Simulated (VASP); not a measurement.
# BN (Pm) in VASP: notebook, part 2 of 2

VASP 6.6.1. The steps go on from the part before.

**3. Single point, PBE (atom 1 (B) moved +0.600 Å along Cartesian [1 1 0])**

Input file INCAR:

```
  PREC = Accurate
  ENCUT = 520
  EDIFF = 1E-7
  ISMEAR = 0
  SIGMA = 0.05
  LREAL = False
  LASPH = True
  NELM = 60
  ALGO = Normal
  ISIF = 2
  LWAVE = False
  LCHARG = True
  GGA = PE
  LELF = True
  LVHAR = True
  NBANDS = 16
```

Input file KPOINTS:

```
Automatic mesh
0
Gamma
  12 12 4
```

Input file POSCAR:

```
BN
1.0
    2.5121751215      0.0000000000      0.0000000000
   -1.2560875608      2.1756074740      0.0000000000
    0.0000000000      0.0000000000      8.3436910039
B N
2 2
Direct
    0.5997212285      0.8616761405      0.2500000000
    0.6666666667      0.3333333333      0.7500000000
    0.3333333333      0.6666666667      0.7500000000
    0.6666666667      0.3333333333      0.2500000000
```

Potentials or basis: VASP PAW PBE potentials, release 64 (B, N).

Command:

```
cat potpaw_PBE.64/B/POTCAR potpaw_PBE.64/N/POTCAR > POTCAR
mpirun -np 1 vasp_std > vasp.out
```

OUTCAR:

```text
PREC = Accurate
   ENCUT = 520
   EDIFF = 1E-7
   ISMEAR = 0
   LREAL = False
   LASPH = True
   NELM = 60
   ISIF = 2
   GGA = PE

 ion  position               nearest neighbor table
   1  0.600  0.862  0.250-   4 1.11   4 1.42
   2  0.667  0.333  0.750-   3 1.45   3 1.45   3 1.45
   3  0.333  0.667  0.750-   2 1.45   2 1.45   2 1.45
   4  0.667  0.333  0.250-   1 1.11   1 1.42

  LATTYP: Found a hexagonal cell.
 ALAT       =     2.5121751215
 C/A-ratio  =     3.3213015018

  Lattice vectors:

 A1 = (   2.5121751215,   0.0000000000,   0.0000000000)
 A2 = (  -1.2560875608,   2.1756074740,   0.0000000000)
 A3 = (   0.0000000000,   0.0000000000,   8.3436910039)

Analysis of symmetry for initial positions (statically):
=====================================================================
 Subroutine PRICEL returns:
 Original cell was already a primitive cell.

 Routine SETGRP: Setting up the symmetry group for a
 hexagonal supercell.

 Subroutine GETGRP returns: Found  2 space group operations
 (whereof  1 operations were pure point group operations)
 out of a pool of 24 trial point group operations.

The static configuration has the point symmetry C_1 .
 The point group associated with its full space group is C_1h.

Analysis of symmetry for dynamics (positions and initial velocities):
=====================================================================
 Subroutine PRICEL returns:
 Original cell was already a primitive cell.

 Routine SETGRP: Setting up the symmetry group for a
 hexagonal supercell.

 Subroutine GETGRP returns: Found  2 space group operations
 (whereof  1 operations were pure point group operations)
 out of a pool of 24 trial point group operations.

The dynamic configuration has the point symmetry C_1 .
 The point group associated with its full space group is C_1h.

 Subroutine INISYM returns: Found  2 space group operations
 (whereof  1 operations are pure point group operations),
 and found     1 'primitive' translations

[... 115 lines left out ...]
   IALGO  =     38    algorithm
   IMIX   =      4    mixing-type and parameters
     AMIX     =   0.40;   BMIX     =  1.00
     AMIX_MAG =   1.60;   BMIX_MAG =  1.00
  volume/ion in A,a.u.               =      11.40        76.94
  Fermi-wavevector in a.u.,A,eV,Ry     =   1.154654  2.181980 18.139645  1.333226
  Thomas-Fermi vector in A             =   2.291289
   LORBIT       =      0    0 simple, 1 ext, 2 COOP (PROOUT), +10 PAW based schemes
   GGA     = PE    functional components
   LHFCALC =     F    Hartree Fock is set to
   AEXX    =    0.0000 exact exchange contribution
   IVDW    =     0    specifies the selected vdW correction
   LEPSILON=     F    determine dielectric tensor
   LRPA    =     F    only Hartree local field effects (RPA)
 non-spin polarized calculation
 Gauss-broadening in eV      SIGMA  =   0.05
  energy-cutoff  :      520.00
  volume of cell :       45.60
 maximum number of plane-waves:      1267
   NGX =  9   NGY =  9   NGZ = 31

 number of electron      15.9999998 magnetization

 Free energy of the ion-electron system (eV)
  ---------------------------------------------------
  ext. energy  EPLUGINS =         0.00000000
  ---------------------------------------------------
  free energy    TOTEN  =       -31.08527246 eV

  energy without entropy =      -31.08527246  energy(sigma->0) =      -31.08527246

 E-fermi :   2.2704     XC(G=0):  -8.5199

 val. band max:        1.9708071586   @ k =   0.0000   0.0000   0.5000
 cond. band min:       4.5851417126   @ k =   0.0000   0.5000   0.5000
 fundamental gap:      2.6143345540
 Fermi energy:         2.2704142444

 k-point     1 :       0.0000    0.0000    0.0000
  band No.  band energies     occupation
      1     -17.1534      2.00000
      2     -16.8653      2.00000
      3      -5.7200      2.00000
      4      -5.1142      2.00000
      5      -4.5166      2.00000
      6      -0.8903      2.00000
[... 433 lines left out ...]
      3      -6.4222      2.00000
      4      -3.8402      2.00000
      5      -3.8169      2.00000
      6      -3.2861      2.00000
[... 8 lines left out ...]
     15      12.6467      0.00000
     16      14.5851      0.00000

 [... further k-points ...]
[... 5 lines left out ...]
  --------------------------------------------------------------------------------------
  -------------------------------------------------------------------------------------
  Total        7.6557022     19.4003321     -0.0349112     -4.8901464      0.0000000      0.0000000
  in kB      268.9719235    681.6023530     -1.2265541   -171.8081555      0.0000000      0.0000000
  external PRESSURE =     316.4492408 kB  Pullay stress =       0.0000000 kB

 VOLUME and BASIS-vectors are now :
 -----------------------------------------------------------------------------
  energy-cutoff  :      520.00
  volume of cell :       45.60
      direct lattice vectors                 reciprocal lattice vectors
     2.512175121  0.000000000  0.000000000     0.398061422  0.229820869  0.000000000
    -1.256087561  2.175607474  0.000000000     0.000000000  0.459641738  0.000000000
     0.000000000  0.000000000  8.343691004     0.000000000  0.000000000  0.119851035

 POSITION                                       TOTAL-FORCE (eV/Angst)
 -----------------------------------------------------------------------------------
      0.42426      1.87467      2.08592         7.101350    -19.838843      0.000000
      1.25609      0.72520      6.25777        -0.000128     -0.000379      0.000000
     -0.00000      1.45040      6.25777         0.001506      0.000359      0.000000
      1.25609      0.72520      2.08592        -7.102728     19.838864      0.000000
 -----------------------------------------------------------------------------------
    total drift:                               -0.000106      0.000263      0.000000

  FREE ENERGIE OF THE ION-ELECTRON SYSTEM (eV)
  ---------------------------------------------------
  free  energy   TOTEN  =       -31.0852724558 eV

  energy  without entropy=      -31.0852724558  energy(sigma->0) =      -31.08527246
```

stdout:

```text
POSCAR found type information on POSCAR B N
 POSCAR found :  2 types and       4 ions
 scaLAPACK will be used
 LDA part: xc-table for (Slater+PW92), standard interpolation
 POSCAR, INCAR and KPOINTS ok, starting setup
 FFT: planning ... GRIDC
 FFT: planning ... GRID_SOFT
 FFT: planning ... GRID
 WAVECAR not read
 entering main loop
```

Run time: 1.8 min. Hardware: 1 thread of AMD EPYC 9R14 (Zen 4), shared host; peak memory 0.23 GiB.

What came out:

```yaml
Free_energy: -31.0853 eV
Pressure: 31.6 GPa
Largest_force: 21.072 eV/Å
Band_gap_on_the_k_mesh: 2.61 eV (least direct gap 2.96 eV)
```

Forces on the atoms (eV/Å):
```
B     7.101 -19.839   0.000
B     0.000   0.000   0.000
N     0.002   0.000   0.000
N    -7.103  19.839   0.000
```

Caveat: the cell differs from its parent crystal (atom 1 (B) moved +0.600 Å along Cartesian [1 1 0]); the cell stands under pressure; this functional lacks dispersion, which binds the layers, so the pressure and a relaxed spacing across them are unreliable; forces of over 1 eV/Å act on the atoms, so gaps and moduli don't describe the material at rest. A k mesh can miss the band edges.

**4. Single point, PBE (atom 1 (B) moved +0.500 Å along Cartesian [1 1 0])**

Input file INCAR:

```
PREC = Accurate
ENCUT = 520
EDIFF = 1E-7
ISMEAR = 0
SIGMA = 0.05
LREAL = False
LASPH = True
NELM = 100
ALGO = Normal
ISIF = 2
LWAVE = False
LCHARG = False
GGA = PE
NBANDS = 16
```

KPOINTS is that of step 3.

Changes to POSCAR since step 3:

```diff
@@ -8,3 +8,3 @@
 Direct
-    0.5997212285      0.8616761405      0.2500000000
+    0.5553232460      0.8291745615      0.2500000000
     0.6666666667      0.3333333333      0.7500000000
```

Command:

```
cat potpaw_PBE.64/B/POTCAR potpaw_PBE.64/N/POTCAR > POTCAR
mpirun -np 1 vasp_std > vasp.out
```

Wall time 1.8 min (1 thread of AMD EPYC 9R14 (Zen 4), shared host); peak memory 0.23 GiB.

Results (log left out):

- Free energy: -32.0032 eV
- Pressure: 24.4 GPa
- Largest force: 16.104 eV/Å
- Band gap on the k mesh: 2.07 eV (least direct gap 2.66 eV)

Forces on the atoms (eV/Å):
```
B     2.767 -15.864   0.000
B     0.000   0.000   0.000
N     0.001   0.000   0.000
N    -2.769  15.864   0.000
```

Stress tensor (GPa, compression positive):
```
 17.79 -11.38   0.00
-11.38  55.47   0.00
  0.00   0.00  -0.11
```

Levels at points of the mesh, in eV from the valence-band top:
```tsv
k point	band 6	band 7	band 8	band 9	band 10	band 11
(0.00, 0.00, 0.00)	-3.13	-3.13	0.00	2.66	5.98	7.52
(0.50, 0.00, 0.00)	-5.90	-4.26	-2.67	3.00	7.23	7.42
(0.00, 0.50, 0.00)	-3.18	-2.70	-2.35	2.07	3.03	5.53
(0.50, 0.50, 0.00)	-2.80	-2.57	-2.53	2.58	3.16	3.27
(0.00, 0.00, 0.50)	-3.13	-3.13	0.00	3.89	3.94	8.05
(0.50, 0.00, 0.50)	-5.90	-4.25	-2.68	2.99	7.05	7.63
(0.00, 0.50, 0.50)	-3.18	-2.68	-2.36	2.07	2.98	5.54
(0.50, 0.50, 0.50)	-2.70	-2.68	-2.53	2.70	2.97	3.29
```

Caveat: the cell differs from its parent crystal (atom 1 (B) moved +0.500 Å along Cartesian [1 1 0]); the cell stands under pressure; this functional lacks dispersion, which binds the layers, so the pressure and a relaxed spacing across them are unreliable; forces of over 1 eV/Å act on the atoms, so gaps and moduli don't describe the material at rest.

**5. Summary**

| cell | gap on the mesh (eV) | pressure (GPa) | largest force (eV/Å) |
| --- | --- | --- | --- |
| as given, atomic positions A | 4.14 | 98.0 | 100.22 |
| as given, atomic positions B | 2.61 | 31.6 | 21.07 |
| as given, atomic positions C | 2.07 | 24.4 | 16.10 |

Alike in all rows: task single point; level PBE; potentials or basis VASP PAW PBE potentials, release 64 (B, N); no spin polarisation; k mesh 12 × 12 × 4; cutoff (eV) 520; smearing gaussian 0.05 eV.

Caveats: the cell stands under pressure; this functional lacks dispersion, which binds the layers, so the pressure and a relaxed spacing across them are unreliable; forces of over 1 eV/Å act on the atoms, so gaps and moduli don't describe the material at rest; atoms lie so close that the PAW spheres overlap strongly, which falsifies energies and pressures (at least some runs).

Total energies depend on the potentials used, so only differences within one code and one set of settings carry meaning.
